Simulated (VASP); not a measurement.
Here is a VASP 6.6.1 calculation.

The input POSCAR:

```
ZrB
1.0
    0.0000000000      2.3403977997      2.3403977997
    2.3403977997      0.0000000000      2.3403977997
    2.3403977997      2.3403977997      0.0000000000
Zr B
1 1
Direct
    0.0000000000      0.0000000000      0.0000000000
    0.5000000000      0.5000000000      0.5000000000
```

Contents of INCAR.step1:

```
ALGO = Normal
EDIFF = 1E-4
ENCUT = 520
GGA = PE
ISMEAR = 0
ISPIN = 2
LASPH = T
LCHARG = F
LMAXMIX = 4
LREAL = F
LWAVE = T
MAGMOM = 0.5 0
NBANDS = 18
NELM = 150
PREC = Accurate
SIGMA = 0.025
```

The input INCAR.step2:

```
ALGO = Normal
EDIFF = 1E-7
ENCUT = 520
ISIF = 2
ISMEAR = 0
ISPIN = 2
ISTART = 1
LASPH = T
LCHARG = T
LELF = T
LMAXMIX = 4
LMIXTAU = T
LORBIT = 11
LREAL = F
LVHAR = T
LWAVE = F
MAGMOM = 0.5 0
METAGGA = R2SCAN
NBANDS = 18
NELM = 150
PREC = Accurate
SIGMA = 0.025
```

File KPOINTS:

```
k-points
0
Gamma
  10 10 10
```

Potentials or basis: VASP PAW PBE potentials, release 64 (Zr_sv, B).

Launch:

```bash
$ cat potpaw_PBE.64/Zr_sv/POTCAR potpaw_PBE.64/B/POTCAR > POTCAR
$ cp INCAR.step1 INCAR
$ mpirun -np 1 vasp_std > vasp.out
$ cp INCAR.step2 INCAR
$ mpirun -np 1 vasp_std > vasp.out
```

(1) What does it give for the net moment?

(2) What does it give for the pressure?

Results:

(1) 0.00 μB per cell.

(2) 31.1 GPa.

Caveat: the cell stands under pressure; the PAW data sets were made with another functional, which shifts forces and pressure a little.
